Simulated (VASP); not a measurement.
# Au in VASP: single point with PBE

Aim: the single point of Au with PBE.

Everything below comes from runs of VASP 6.6.1. Logs are shortened: lines on timing, memory, paths and dates and some standing lists are left out, and cuts for length are marked.

**1. The cell of the first run**

The cell holds a slab with vacuum, 16 atoms: a = 8.160 Å, b = 5.770 Å, c = 15.327 Å, α = 90.00°, β = 90.00°, γ = 90.00°.

**2. Single point, PBE**

The input, INCAR:

```
PREC = Accurate
ENCUT = 520
EDIFF = 1E-6
ISMEAR = -1
SIGMA = 0.15
LREAL = Auto
LASPH = True
NELM = 100
ALGO = Normal
ISIF = 2
LWAVE = False
LCHARG = False
GGA = PE
NBANDS = 102
```

The input, KPOINTS:

```
Automatic mesh
0
Gamma
  2 2 1
```

The input, POSCAR:

```
Au
1.0
    8.1600000000      0.0000000000      0.0000000000
    0.0000000000      5.7699910000      0.0000000000
    0.0000000000      0.0000000000     15.3274940000
Au
16
Direct
    0.2500000000      0.2500000000      0.0652422000
    0.7500000000      0.2500000000      0.0652422000
    0.2500000000      0.7500000000      0.0652422000
    0.7500000000      0.7500000000      0.0652422000
    0.0000000000      0.0000000000      0.1524344428
    0.5000000000      0.0000000000      0.1524344428
    0.0000000000      0.5000000000      0.1524344428
    0.5000000000      0.5000000000      0.1524344428
    0.2500000000      0.2500000000      0.2638328997
    0.7500000000      0.2500000000      0.2638328997
    0.2500000000      0.7500000000      0.2638328997
    0.7500000000      0.7500000000      0.2638328997
    0.0000000000      0.0000000000      0.3511665250
    0.5000000000      0.0000000000      0.3511665250
    0.0000000000      0.5000000000      0.3511665250
    0.5000000000      0.5000000000      0.3511665250
```

Potentials or basis: VASP PAW PBE potentials, release 64 (Au).

Started as:

```
> cat potpaw_PBE.64/Au/POTCAR > POTCAR
> mpirun -np 1 vasp_std > vasp.out
```

OUTCAR:

```text
PREC = Accurate
   ENCUT = 520
   EDIFF = 1E-6
   ISMEAR = -1
   LREAL = Auto
   LASPH = True
   NELM = 100
   ISIF = 2
   GGA = PE

 ion  position               nearest neighbor table
   1  0.250  0.250  0.065-   5 2.83   6 2.83   7 2.83   8 2.83   3 2.88   3 2.88   9 3.04
   2  0.750  0.250  0.065-   5 2.83   6 2.83   7 2.83   8 2.83   4 2.88   4 2.88  10 3.04
   3  0.250  0.750  0.065-   5 2.83   6 2.83   7 2.83   8 2.83   1 2.88   1 2.88  11 3.04
   4  0.750  0.750  0.065-   5 2.83   6 2.83   7 2.83   8 2.83   2 2.88   2 2.88  12 3.04
   5  0.000  0.000  0.152-   1 2.83   2 2.83   3 2.83   4 2.83   7 2.88   7 2.88  10 3.03  11 3.03
                            12 3.03   9 3.03  13 3.05
   6  0.500  0.000  0.152-   1 2.83   2 2.83   3 2.83   4 2.83   8 2.88   8 2.88  10 3.03  11 3.03
                            12 3.03   9 3.03  14 3.05
   7  0.000  0.500  0.152-   1 2.83   2 2.83   3 2.83   4 2.83   5 2.88   5 2.88  10 3.03  11 3.03
                            12 3.03   9 3.03  15 3.05
   8  0.500  0.500  0.152-   1 2.83   2 2.83   3 2.83   4 2.83   6 2.88   6 2.88  10 3.03  11 3.03
                            12 3.03   9 3.03  16 3.05
   9  0.250  0.250  0.264-  13 2.83  14 2.83  15 2.83  16 2.83  11 2.88  11 2.88   7 3.03   8 3.03
                             5 3.03   6 3.03   1 3.04
  10  0.750  0.250  0.264-  13 2.83  14 2.83  15 2.83  16 2.83  12 2.88  12 2.88   7 3.03   8 3.03
                             5 3.03   6 3.03   2 3.04
  11  0.250  0.750  0.264-  13 2.83  14 2.83  15 2.83  16 2.83   9 2.88   9 2.88   7 3.03   8 3.03
                             5 3.03   6 3.03   3 3.04
  12  0.750  0.750  0.264-  13 2.83  14 2.83  15 2.83  16 2.83  10 2.88  10 2.88   7 3.03   8 3.03
                             5 3.03   6 3.03   4 3.04
  13  0.000  0.000  0.351-   9 2.83  10 2.83  11 2.83  12 2.83  15 2.88  15 2.88   5 3.05
  14  0.500  0.000  0.351-   9 2.83  10 2.83  11 2.83  12 2.83  16 2.88  16 2.88   6 3.05
[... 8 lines left out ...]
  Lattice vectors:

 A1 = (   0.0000000000,  -5.7699910000,   0.0000000000)
 A2 = (   8.1600000000,   0.0000000000,   0.0000000000)
 A3 = (   0.0000000000,   0.0000000000,  15.3274940000)

Analysis of symmetry for initial positions (statically):
=====================================================================
 Subroutine PRICEL returns following result:

  LATTYP: Found a simple orthorhombic cell.
 ALAT       =     2.8849955000
 B/A-ratio  =     1.4142136444
 C/A-ratio  =     5.3128311639

  Lattice vectors:

 A1 = (   0.0000000000,  -2.8849955000,   0.0000000000)
 A2 = (   4.0800000000,   0.0000000000,   0.0000000000)
 A3 = (   0.0000000000,   0.0000000000,  15.3274940000)

   4 primitive cells build up your supercell.

 Routine SETGRP: Setting up the symmetry group for a
 simple orthorhombic supercell.

 Subroutine GETGRP returns: Found  4 space group operations
 (whereof  4 operations were pure point group operations)
 out of a pool of  8 trial point group operations.

The static configuration has the point symmetry C_2v.

Analysis of symmetry for dynamics (positions and initial velocities):
=====================================================================
 Subroutine PRICEL returns following result:

  LATTYP: Found a simple orthorhombic cell.
 ALAT       =     2.8849955000
 B/A-ratio  =     1.4142136444
 C/A-ratio  =     5.3128311639

  Lattice vectors:

 A1 = (   0.0000000000,  -2.8849955000,   0.0000000000)
 A2 = (   4.0800000000,   0.0000000000,   0.0000000000)
 A3 = (   0.0000000000,   0.0000000000,  15.3274940000)

   4 primitive cells build up your supercell.

 Routine SETGRP: Setting up the symmetry group for a
 simple orthorhombic supercell.

 Subroutine GETGRP returns: Found  4 space group operations
 (whereof  4 operations were pure point group operations)
 out of a pool of  8 trial point group operations.

The dynamic configuration has the point symmetry C_2v.

 Subroutine INISYM returns: Found  4 space group operations
 (whereof  4 operations are pure point group operations),
 and found     4 'primitive' translations

----------------------------------------------------------------------------------------

                                     Primitive cell

  volume of cell :     180.4166

  direct lattice vectors                    reciprocal lattice vectors
     0.000000000 -2.884995500  0.000000000     0.000000000 -0.346620991  0.000000000
     4.080000000  0.000000000  0.000000000     0.245098039  0.000000000  0.000000000
     0.000000000  0.000000000 15.327494000     0.000000000  0.000000000  0.065242237

  length of vectors
     2.884995500  4.080000000 15.327494000     0.346620991  0.245098039  0.065242237

  position of ions in fractional coordinates (direct lattice)
     0.500000000  0.500000000  0.065242200
     0.000000000  0.000000000  0.152434443
     0.500000000  0.500000000  0.263832900
     0.000000000  0.000000000  0.351166525

  ion indices of the primitive-cell ions
   primitive index   ion index
                 1           1
                 2           5
                 3           9
                 4          13

----------------------------------------------------------------------------------------

 KPOINTS: Automatic mesh

Automatic generation of k-mesh.
 Grid dimensions read from file:
 generate k-points for:    2    2    1

 Generating k-lattice:

  Cartesian coordinates                     Fractional coordinates (reciprocal lattice)
     0.061274510  0.000000000  0.000000000     0.500000000  0.000000000  0.000000000
     0.000000000  0.086655248  0.000000000     0.000000000  0.500000000  0.000000000
     0.000000000  0.000000000  0.065242237     0.000000000  0.000000000  1.000000000

  Length of vectors
     0.061274510  0.086655248  0.065242237

  Shift w.r.t. Gamma in fractional coordinates (k-lattice)
     0.000000000  0.000000000  0.000000000

 Subroutine IBZKPT returns following result:
 ===========================================

 Found      4 irreducible k-points:

 Following reciprocal coordinates:
            Coordinates               Weight
  0.000000  0.000000  0.000000      1.000000
  0.500000  0.000000  0.000000      1.000000
  0.000000  0.500000  0.000000      1.000000
  0.500000  0.500000  0.000000      1.000000
   k-points           NKPTS =      4   k-points in BZ     NKDIM =      4   number of bands    NBANDS=    102
   number of dos      NEDOS =    301   number of ions     NIONS =     16
   total plane-waves  NPLWV = 368640
   dimension x,y,z NGX =    64 NGY =   48 NGZ =  120
   dimension x,y,z NGXF=   128 NGYF=   96 NGZF=  240
   ions per type =              16
   NGX,Y,Z   is equivalent  to a cutoff of  13.04, 13.83, 13.02 a.u.
   NGXF,Y,Z  is equivalent  to a cutoff of  26.08, 27.66, 26.03 a.u.
 SYSTEM =  unknown system
   PREC   = accura    normal or accurate (medium, high low for compatibility)
   ISTART =      0    job   : 0-new  1-cont  2-samecut
   ICHARG =      2    charge: 1-file 2-atom 10-const
   ISPIN  =      1    spin polarized calculation?
   LNONCOLLINEAR =      F non collinear calculations
   LSORBIT =      F    spin-orbit coupling
   LASPH  =      T    aspherical Exc in radial PAW
   ENCUT  =  520.0 eV  38.22 Ry    6.18 a.u.  15.17 10.73 28.50*2*pi/ulx,y,z
   NELM   =    100;   NELMIN=  2; NELMDL= -5     # of ELM steps
   EDIFF  = 0.1E-05   stopping-criterion for ELM
   LREAL  =      T    real-space projection
   EDIFFG = 0.1E-04   stopping-criterion for IOM
   NSW    =      0    number of steps for IOM
   IBRION =     -1    ionic relax: 0-MD 1-quasi-New 2-CG
   NFREE  =      0    steps in history (QN), initial steepest desc. (CG)
   ISIF   =      2    stress and relaxation
   ISYM   =      2    0-nonsym 1-usesym 2-fastsym
   POTIM  = 0.5000    time-step for ionic-motion
   TEBEG  =    0.0;   TEEND  =   0.0 temperature during run
   PSTRESS=    0.0 pullay stress
   NELECT =     176.0000    total number of electrons
   NUPDOWN=      -1.0000    fix difference up-down
   EMIN   =  10.00;   EMAX   =-10.00  energy-range for DOS
   EFERMI =   0.00;   METHOD = LEGACY
   ISMEAR =    -1;   SIGMA  =   0.15  broadening in eV -4-tet -1-fermi 0-gaus
   EFERMI_NEDOS =   21; number of points for ismear=-14 and -15
   IALGO  =     38    algorithm
   IMIX   =      4    mixing-type and parameters
     AMIX     =   0.40;   BMIX     =  1.00
     AMIX_MAG =   1.60;   BMIX_MAG =  1.00
  volume/ion in A,a.u.               =      45.10       304.38
  Fermi-wavevector in a.u.,A,eV,Ry     =   1.022822  1.932854 14.233948  1.046166
  Thomas-Fermi vector in A             =   2.156523
   LORBIT       =      0    0 simple, 1 ext, 2 COOP (PROOUT), +10 PAW based schemes
   GGA     = PE    functional components
   LHFCALC =     F    Hartree Fock is set to
   AEXX    =    0.0000 exact exchange contribution
   IVDW    =     0    specifies the selected vdW correction
   LEPSILON=     F    determine dielectric tensor
   LRPA    =     F    only Hartree local field effects (RPA)
 non-spin polarized calculation
  energy-cutoff  :      520.00
  volume of cell :      721.67
 maximum number of plane-waves:     19488
 NGX is ok and might be reduce to    64
   NGX = 31   NGY = 21   NGZ = 57

 number of electron     176.0000016 magnetization

 Free energy of the ion-electron system (eV)
  ---------------------------------------------------
  ext. energy  EPLUGINS =         0.00000000
  ---------------------------------------------------
  free energy    TOTEN  =       -46.19453448 eV

  energy without entropy =      -45.74078825  energy(sigma->0) =      -45.96766137

 E-fermi :   0.5267     XC(G=0):  -6.0514

 val. band max:        0.2972045953   @ k =   0.5000   0.0000   0.0000
 cond. band min:       0.6106137662   @ k =   0.0000   0.0000   0.0000
 fundamental gap:      0.3134091709
 Fermi energy:         0.5267490695

 k-point     1 :       0.0000    0.0000    0.0000
  band No.  band energies     occupation
      1      -8.0090      2.00000
      2      -6.3410      2.00000
      3      -6.3389      2.00000
      4      -6.2264      2.00000
      5      -5.9264      2.00000
      6      -5.7228      2.00000
[... 401 lines left out ...]
     99       4.5255      0.00000
    100       4.5255      0.00000
 [bands above 100 left out]

------------------------ aborting loop because EDIFF is reached ----------------------------------------

  FORCE on cell =-STRESS in cart. coord.  units (eV):
  Direction    XX          YY          ZZ          XY          YZ          ZX
  --------------------------------------------------------------------------------------
  -------------------------------------------------------------------------------------
  Total        3.3386070    -18.2725399     -0.2037055      0.0000000      0.0000000      0.0000000
  in kB        7.4120687    -40.5670149     -0.4522483      0.0000000      0.0000000      0.0000000
  external PRESSURE =     -11.2023982 kB  Pullay stress =       0.0000000 kB

 VOLUME and BASIS-vectors are now :
 -----------------------------------------------------------------------------
  energy-cutoff  :      520.00
  volume of cell :      721.67
      direct lattice vectors                 reciprocal lattice vectors
     8.160000000  0.000000000  0.000000000     0.122549020  0.000000000  0.000000000
     0.000000000  5.769991000  0.000000000     0.000000000  0.173310496  0.000000000
     0.000000000  0.000000000 15.327494000     0.000000000  0.000000000  0.065242237

 POSITION                                       TOTAL-FORCE (eV/Angst)
 -----------------------------------------------------------------------------------
      2.04000      1.44250      1.00000        -0.000000      0.000000      0.000179
      6.12000      1.44250      1.00000         0.000000      0.000000      0.000179
      2.04000      4.32749      1.00000         0.000000      0.000000      0.000179
      6.12000      4.32749      1.00000        -0.000000      0.000000      0.000179
      0.00000      0.00000      2.33644        -0.000000      0.000000     -0.008577
      4.08000      0.00000      2.33644        -0.000000      0.000000     -0.008577
[... 8 lines left out ...]
      0.00000      2.88500      5.38250        -0.000000      0.000000     -0.006573
      4.08000      2.88500      5.38250        -0.000000      0.000000     -0.006573
 -----------------------------------------------------------------------------------
    total drift:                                0.000000      0.000000      0.000341

  FREE ENERGIE OF THE ION-ELECTRON SYSTEM (eV)
  ---------------------------------------------------
  free  energy   TOTEN  =       -46.1945344798 eV

  energy  without entropy=      -45.7407882528  energy(sigma->0) =      -45.96766137
```

Run time: 8.1 min. Hardware: 1 thread of Intel Xeon Platinum 8259CL at 2.50GHz (Skylake/Cascade Lake), shared host; peak memory 0.77 GiB.

Results:

```yaml
Free_energy: -46.1945 eV
Largest_force: 0.015 eV/Å
Band_gap_on_the_k_mesh: zero (filled and empty bands touch)
```

Forces on the atoms (eV/Å):
```
Au   0.000  0.000  0.000
Au   0.000  0.000  0.000
Au   0.000  0.000  0.000
Au   0.000  0.000  0.000
Au   0.000  0.000 -0.009
Au   0.000  0.000 -0.009
Au   0.000  0.000 -0.009
Au   0.000  0.000 -0.009
Au   0.000  0.000  0.015
Au   0.000  0.000  0.015
Au   0.000  0.000  0.015
Au   0.000  0.000  0.015
Au   0.000  0.000 -0.007
Au   0.000  0.000 -0.007
Au   0.000  0.000 -0.007
Au   0.000  0.000 -0.007
```

Caveat: the k points lie up to 0.54 Å⁻¹ apart; there is no dipole correction, which matters where the two faces differ; spin-orbit coupling is left out, which moves the levels of the heavy elements.

The gap in the log of VASP goes by the Fermi energy; the results here count the filled bands.